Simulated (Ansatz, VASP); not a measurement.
One calculation of Cs3InO2, two programs

```
Cs In O
1.0
     3.74804    0.00000    0.00000
     0.00000    5.34522    5.53115
     0.00000   -5.34522    5.53115
Cs In O
3 1 2
Direct
  0.50000 0.80799 0.80799
  0.00000 0.31086 0.64421
  0.00000 0.64421 0.31086
  0.50000 0.14299 0.14299
  0.00000 0.02890 0.02890
  0.50000 0.56504 0.56504
```

Alike in both runs: functional PBE; k mesh 8 × 4 × 4; no spin polarisation.

Ansatz relaxed the structure, and its values are those at the end. VASP's run is a single point on that final structure, the one shown.

```csv
,VASP,Ansatz
version,VASP 6.6.1,Ansatz 0.2.0
potentials or method,"VASP PAW PBE potentials, release 64 (Cs_sv, In_d, O), cutoff 520 eV","scalar-relativistic, plane waves, PAW"
occupations,"gaussian, width 0.01 eV",fixed
valence electrons in the cell,52,52
```

Ansatz gave:

- gap on the k mesh at the Fermi level (eV): 0.98
- least direct gap on the mesh (eV): 1.14
- pressure (GPa): 0.0
- rms of the force components (eV/Å): 0.000

Question: What did VASP give for the same quantities?

Answer: gap on the k mesh at the Fermi level (eV): 0.96; least direct gap on the mesh (eV): 1.11; pressure (GPa): 0.2; rms of the force components (eV/Å): 0.024.

Neither program's run includes spin-orbit coupling.
